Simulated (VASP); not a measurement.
# SiNi3 (P1) in VASP: single point with PBE

Aim: the single point of SiNi3 with PBE.

All numbers are computed with VASP 6.6.1; they aren't measurements. Logs are shortened: lines on timing, memory, paths and dates and some standing lists are left out, and cuts for length are marked.

### Step 1. The cell of the first run

The typed cell holds 16 atoms: a = 6.130 Å, b = 6.141 Å, c = 6.151 Å, α = 110.79°, β = 107.71°, γ = 111.08°.

### Step 2. Single point, PBE

INCAR

```
SYSTEM = SiNi3
PREC = Accurate ; ENCUT = 520
EDIFF = 1E-6 ; ISMEAR = 0
SIGMA = 0.1 ; LREAL = Auto
LASPH = .True. ; NELM = 80
ALGO = Fast ; ISIF = 2
LWAVE = .False. ; LCHARG = .False.
GGA = PE ; NBANDS = 82
ISYM = 0
```

KPOINTS

```
Automatic mesh
0
Gamma
  3 3 3
  0 0 0
```

POSCAR

```
SiNi3
1.0
   -3.5365397097      3.6124560117      3.4671398655
    3.4850866078     -3.6721505570      3.4753813088
    3.4950335417      3.6306443890     -3.5268344108
Si Ni
4 12
Direct
    0.9838997742      0.4697251498      0.4853379936
   -0.0129938917      0.0311181094     -0.0155465506
    0.9921848940      0.7588802702      0.2660374285
    0.2959629130      0.7521759245      1.0235121061
    0.4925007940      1.0060097405      0.5021957233
    0.4975508561      0.4854602078     -0.0119369914
    0.4950628085      0.7443243057      0.7462099060
    0.0035993760      0.2603265749      0.7460549883
    0.4897373002      0.2389870580      0.2449985888
    0.8036756891      0.5507603044      0.7846152847
    0.2286964185      0.9630474034      0.7504430961
    0.2441697418      0.5078330228      0.2530700804
    0.7580989400      0.9970371804      0.2436616259
    0.7420275137      0.7434079061      0.4895001334
    0.2482665364      0.2406065249      0.4885743902
    0.7502910107      0.2629314747      0.0067394889
```

Potentials or basis: VASP PAW PBE potentials, release 64 (Si, Ni).

On the command line:

```
$ cat potpaw_PBE.64/Si/POTCAR potpaw_PBE.64/Ni/POTCAR > POTCAR
$ mpirun -np 1 vasp_std > vasp.out
```

OUTCAR:

```text
SYSTEM = SiNi3
   PREC = Accurate
   ENCUT = 520
   EDIFF = 1E-6
   ISMEAR = 0
   LREAL = Auto
   LASPH = .True.
   NELM = 80
   ISIF = 2
   GGA = PE
   ISYM = 0

 ion  position               nearest neighbor table
   1  0.984  0.470  0.485-  13 2.31   8 2.39  16 2.41  11 2.41  10 2.42  12 2.45   9 2.46  15 2.50
                             7 2.54   3 2.58  14 2.61   4 2.70
   2  0.987  0.031  0.984-  12 2.33   8 2.37  16 2.37  10 2.38  11 2.40  13 2.44   7 2.45  14 2.48
                             9 2.53  15 2.55   3 2.80   4 2.99
   3  0.992  0.759  0.266-  14 2.35  15 2.36  13 2.40  16 2.43  10 2.43  11 2.44   6 2.47   5 2.49
                            12 2.54   1 2.58   4 2.72   2 2.80
   4  0.296  0.752  0.024-  13 2.30   6 2.37   7 2.38   9 2.40  12 2.40   5 2.40   8 2.41  10 2.47
                            11 2.48   1 2.70   3 2.72   2 2.99
   5  0.493  0.006  0.502-   4 2.40  15 2.43  12 2.43   9 2.48   3 2.49  16 2.52   8 2.54  11 2.55
                             7 2.56  14 2.59  13 2.60  10 2.67
   6  0.498  0.485  0.988-   4 2.37  16 2.41   8 2.47   3 2.47  15 2.50  13 2.50  14 2.51   7 2.53
                             9 2.55  10 2.55  11 2.56  12 2.57
   7  0.495  0.744  0.746-   4 2.38   2 2.45  11 2.46  15 2.46  12 2.47  13 2.49  14 2.50   6 2.53
                            16 2.53   1 2.54   5 2.56  10 2.57
   8  0.004  0.260  0.746-   2 2.37   1 2.39   4 2.41   6 2.47  10 2.49  15 2.49  13 2.51  14 2.53
                            12 2.54   5 2.54  16 2.55  11 2.66
   9  0.490  0.239  0.245-   4 2.40  15 2.41   1 2.46  14 2.47  11 2.47  16 2.48   5 2.48   2 2.53
                             6 2.55  13 2.58  12 2.60  10 2.71
  10  0.804  0.551  0.785-   2 2.38   1 2.42   3 2.43   4 2.47   8 2.49  14 2.50   6 2.55   7 2.57
                            16 2.58   5 2.67   9 2.71  15 2.76  11 3.03
  11  0.229  0.963  0.750-   2 2.40   1 2.41  14 2.44   3 2.44   7 2.46   9 2.47   4 2.48   5 2.55
                             6 2.56  16 2.60   8 2.66  15 2.73  10 3.03
  12  0.244  0.508  0.253-   2 2.33   4 2.40   5 2.43   1 2.45  16 2.46   7 2.47  14 2.48   8 2.54
                             3 2.54  15 2.55   6 2.57   9 2.60
  13  0.758  0.997  0.244-   4 2.30   1 2.31   3 2.40   2 2.44  15 2.44   7 2.49   6 2.50   8 2.51
                            14 2.52  16 2.55   9 2.58   5 2.60
  14  0.742  0.743  0.490-   3 2.35  11 2.44   9 2.47   2 2.48  12 2.48   7 2.50  10 2.50   6 2.51
                            13 2.52   8 2.53   5 2.59   1 2.61
  15  0.248  0.241  0.489-   3 2.36   9 2.41   5 2.43  13 2.44   7 2.46   8 2.49   6 2.50   1 2.50
                            12 2.55   2 2.55  11 2.73  10 2.76
  16  0.750  0.263  0.007-   2 2.37   1 2.41   6 2.41   3 2.43  12 2.46   9 2.48   5 2.52   7 2.53
                            13 2.55   8 2.55  10 2.58  11 2.60

IMPORTANT INFORMATION: All symmetrisations will be switched off!
NOSYMM: (Re-)initialisation of all symmetry stuff for point group C_1.

----------------------------------------------------------------------------------------

                                     Primitive cell

  volume of cell :     175.4709

  direct lattice vectors                    reciprocal lattice vectors
    -3.536539710  3.612456012  3.467139866     0.001898853  0.139270406  0.145251467
     3.485086608 -3.672150557  3.475381309     0.144345827  0.002023241  0.145127079
     3.495033542  3.630644389 -3.526834411     0.144106674  0.138906865  0.002262394

  length of vectors
     6.130090570  6.140748620  6.151048618     0.201240752  0.204698999  0.200167353

  position of ions in fractional coordinates (direct lattice)
     0.983899774  0.469725150  0.485337994
     0.987006108  0.031118109  0.984453449
     0.992184894  0.758880270  0.266037428
     0.295962913  0.752175925  0.023512106
     0.492500794  0.006009740  0.502195723
     0.497550856  0.485460208  0.988063009
[... 8 lines left out ...]
     0.248266536  0.240606525  0.488574390
     0.750291011  0.262931475  0.006739489

  ion indices of the primitive-cell ions
   primitive index   ion index
                 1           1
                 2           2
                 3           3
                 4           4
                 5           5
                 6           6
[... 8 lines left out ...]
                15          15
                16          16

----------------------------------------------------------------------------------------

 KPOINTS: Automatic mesh

Automatic generation of k-mesh.
 Grid dimensions read from file:
 generate k-points for:    3    3    3

 Generating k-lattice:

  Cartesian coordinates                     Fractional coordinates (reciprocal lattice)
     0.000632951  0.046423469  0.048417156     0.333333333  0.000000000  0.000000000
     0.048115276  0.000674414  0.048375693     0.000000000  0.333333333 -0.000000000
     0.048035558  0.046302288  0.000754131     0.000000000 -0.000000000  0.333333333

  Length of vectors
     0.067080251  0.068233000  0.066722451

  Shift w.r.t. Gamma in fractional coordinates (k-lattice)
     0.000000000  0.000000000  0.000000000

 Subroutine IBZKPT returns following result:
 ===========================================

 Found     14 irreducible k-points:

 Following reciprocal coordinates:
            Coordinates               Weight
  0.000000  0.000000  0.000000      1.000000
  0.333333  0.000000  0.000000      2.000000
  0.000000  0.333333  0.000000      2.000000
  0.333333  0.333333 -0.000000      2.000000
 -0.333333  0.333333  0.000000      2.000000
 -0.000000 -0.000000  0.333333      2.000000
  0.333333 -0.000000  0.333333      2.000000
 -0.333333  0.000000  0.333333      2.000000
 -0.000000  0.333333  0.333333      2.000000
  0.333333  0.333333  0.333333      2.000000
 -0.333333  0.333333  0.333333      2.000000
 -0.000000 -0.333333  0.333333      2.000000
  0.333333 -0.333333  0.333333      2.000000
 -0.333333 -0.333333  0.333333      2.000000
   k-points           NKPTS =     14   k-points in BZ     NKDIM =     14   number of bands    NBANDS=     82
   number of dos      NEDOS =    301   number of ions     NIONS =     16
   total plane-waves  NPLWV = 110592
   dimension x,y,z NGX =    48 NGY =   48 NGZ =   48
   dimension x,y,z NGXF=    96 NGYF=   96 NGZF=   96
   ions per type =               4  12
   NGX,Y,Z   is equivalent  to a cutoff of  13.02, 12.99, 12.97 a.u.
   NGXF,Y,Z  is equivalent  to a cutoff of  26.03, 25.99, 25.95 a.u.
 SYSTEM =  SiNi3
   PREC   = accura    normal or accurate (medium, high low for compatibility)
   ISTART =      0    job   : 0-new  1-cont  2-samecut
   ICHARG =      2    charge: 1-file 2-atom 10-const
   ISPIN  =      1    spin polarized calculation?
   LNONCOLLINEAR =      F non collinear calculations
   LSORBIT =      F    spin-orbit coupling
   LASPH  =      T    aspherical Exc in radial PAW
   ENCUT  =  520.0 eV  38.22 Ry    6.18 a.u.  11.40 11.42 11.44*2*pi/ulx,y,z
   NELM   =     80;   NELMIN=  2; NELMDL= -5     # of ELM steps
   EDIFF  = 0.1E-05   stopping-criterion for ELM
   LREAL  =      T    real-space projection
   EDIFFG = 0.1E-04   stopping-criterion for IOM
   NSW    =      0    number of steps for IOM
   IBRION =     -1    ionic relax: 0-MD 1-quasi-New 2-CG
   NFREE  =      0    steps in history (QN), initial steepest desc. (CG)
   ISIF   =      2    stress and relaxation
   ISYM   =      0    0-nonsym 1-usesym 2-fastsym
   POTIM  = 0.5000    time-step for ionic-motion
   TEBEG  =    0.0;   TEEND  =   0.0 temperature during run
   PSTRESS=    0.0 pullay stress
   NELECT =     136.0000    total number of electrons
   NUPDOWN=      -1.0000    fix difference up-down
   EMIN   =  10.00;   EMAX   =-10.00  energy-range for DOS
   EFERMI =   0.00;   METHOD = LEGACY
   ISMEAR =     0;   SIGMA  =   0.10  broadening in eV -4-tet -1-fermi 0-gaus
   EFERMI_NEDOS =   21; number of points for ismear=-14 and -15
   IALGO  =     68    algorithm
   IMIX   =      4    mixing-type and parameters
     AMIX     =   0.40;   BMIX     =  1.00
     AMIX_MAG =   1.60;   BMIX_MAG =  1.00
  volume/ion in A,a.u.               =      10.97        74.01
  Fermi-wavevector in a.u.,A,eV,Ry     =   1.503786  2.841744 30.767852  2.261373
  Thomas-Fermi vector in A             =   2.614851
   LORBIT       =      0    0 simple, 1 ext, 2 COOP (PROOUT), +10 PAW based schemes
   GGA     = PE    functional components
   LHFCALC =     F    Hartree Fock is set to
   AEXX    =    0.0000 exact exchange contribution
   IVDW    =     0    specifies the selected vdW correction
   LEPSILON=     F    determine dielectric tensor
   LRPA    =     F    only Hartree local field effects (RPA)
 non-spin polarized calculation
 RMM-DIIS sequential band-by-band and
 Gauss-broadening in eV      SIGMA  =   0.10
  energy-cutoff  :      520.00
  volume of cell :      175.47
 maximum number of plane-waves:      4746
 NGX is ok and might be reduce to    48
   NGX = 23   NGY = 23   NGZ = 23

 number of electron     136.0000006 magnetization

 Free energy of the ion-electron system (eV)
  ---------------------------------------------------
  ext. energy  EPLUGINS =         0.00000000
  ---------------------------------------------------
  free energy    TOTEN  =       -92.74293555 eV

  energy without entropy =      -92.68766700  energy(sigma->0) =      -92.71530127

 E-fermi :  10.4800     XC(G=0): -12.9815

 val. band max:       10.4793991590   @ k =   0.3333  -0.0000   0.3333
 cond. band min:      10.4912896871   @ k =   0.0000   0.0000   0.0000
 fundamental gap:      0.0118905281
 Fermi energy:        10.4800209319

 k-point     1 :       0.0000    0.0000    0.0000
  band No.  band energies     occupation
      1      -1.8135      2.00000
      2       1.6264      2.00000
      3       1.7947      2.00000
      4       2.0818      2.00000
      5       3.8663      2.00000
      6       4.3122      2.00000
[... 72 lines left out ...]
     79      15.2258      0.00000
     80      15.8390      0.00000

 k-point     2 :       0.3333    0.0000    0.0000
  band No.  band energies     occupation
      1      -1.3966      2.00000
      2       0.9855      2.00000
      3       1.3589      2.00000
      4       1.9873      2.00000
      5       3.3611      2.00000
      6       3.8951      2.00000
[... 988 lines left out ...]
 k-point    14 :      -0.3333   -0.3333    0.3333
  band No.  band energies     occupation
      1      -0.8516      2.00000
      2       0.3303      2.00000
      3       0.9594      2.00000
      4       1.9226      2.00000
      5       3.1240      2.00000
      6       4.0148      2.00000
[... 72 lines left out ...]
     79      14.1775      0.00000
     80      14.4673      0.00000
 [bands above 80 left out]

------------------------ aborting loop because EDIFF is reached ----------------------------------------

  FORCE on cell =-STRESS in cart. coord.  units (eV):
  Direction    XX          YY          ZZ          XY          YZ          ZX
  --------------------------------------------------------------------------------------
  -------------------------------------------------------------------------------------
  Total        0.2483849      0.2099878      0.0753623     -0.0151879     -0.0669667      0.0139390
  in kB        2.2679356      1.9173421      0.6881126     -0.1386768     -0.6114547      0.1272736
  external PRESSURE =       1.6244634 kB  Pullay stress =       0.0000000 kB

 VOLUME and BASIS-vectors are now :
 -----------------------------------------------------------------------------
  energy-cutoff  :      520.00
  volume of cell :      175.47
      direct lattice vectors                 reciprocal lattice vectors
    -3.536539710  3.612456012  3.467139866     0.001898853  0.139270406  0.145251467
     3.485086608 -3.672150557  3.475381309     0.144345827  0.002023241  0.145127079
     3.495033542  3.630644389 -3.526834411     0.144106674  0.138906865  0.002262394

 POSITION                                       TOTAL-FORCE (eV/Angst)
 -----------------------------------------------------------------------------------
     -0.14630      3.59148      3.33209         0.015198     -0.004166      0.001549
      0.05856      7.02545      0.05823        -0.016690     -0.011383     -0.017147
      0.06567      1.76339      5.13917        -0.008044      0.005647      0.007377
      1.65689     -1.60759      3.55732         0.002308     -0.000998     -0.014050
      0.03439      3.58036     -0.04271         0.006651      0.008811     -0.004195
      3.38558      3.60200     -0.07250        -0.012020      0.016963     -0.004391
[... 8 lines left out ...]
      1.66811      1.78715     -0.02615         0.019967     -0.012237     -0.004618
     -1.71354      1.76934      3.49138        -0.006087     -0.001993     -0.004268
 -----------------------------------------------------------------------------------
    total drift:                                0.000849     -0.002017      0.001622

  FREE ENERGIE OF THE ION-ELECTRON SYSTEM (eV)
  ---------------------------------------------------
  free  energy   TOTEN  =       -92.7429355503 eV

  energy  without entropy=      -92.6876669971  energy(sigma->0) =      -92.71530127
```

Wall time 5.8 min (1 thread of Intel Xeon 6975P-C (Granite Rapids), shared host); peak memory 0.38 GiB.

What came out:

```yaml
Free_energy: -92.7429 eV
Pressure: 0.2 GPa
Largest_force: 0.038 eV/Å
Band_gap_on_the_k_mesh: zero (bands 68 and 69 overlap by 0.31 eV)
```

Forces in eV/Å, atoms in the order of the input:
```
Si   0.015 -0.004  0.002
Si  -0.017 -0.011 -0.017
Si  -0.008  0.006  0.007
Si   0.002 -0.001 -0.014
Ni   0.007  0.009 -0.004
Ni  -0.012  0.017 -0.004
Ni   0.002 -0.009  0.008
Ni  -0.011  0.004  0.002
Ni  -0.004 -0.006  0.000
Ni   0.012  0.027  0.024
Ni  -0.005  0.000 -0.005
Ni  -0.004 -0.018 -0.001
Ni  -0.006 -0.002  0.019
Ni   0.015  0.003 -0.008
Ni   0.020 -0.012 -0.005
Ni  -0.006 -0.002 -0.004
```

Levels at points of the mesh, in eV from the Fermi level:
```csv
k point,band 66,band 67,band 68,band 69,band 70,band 71
"(0.00, 0.00, 0.00)",-0.13,-0.11,0.01,0.06,0.11,0.23
```

Caveat: the k points lie up to 0.42 Å⁻¹ apart. Spin polarisation is off, so any magnetic state and its effect on volume and gap are missing.
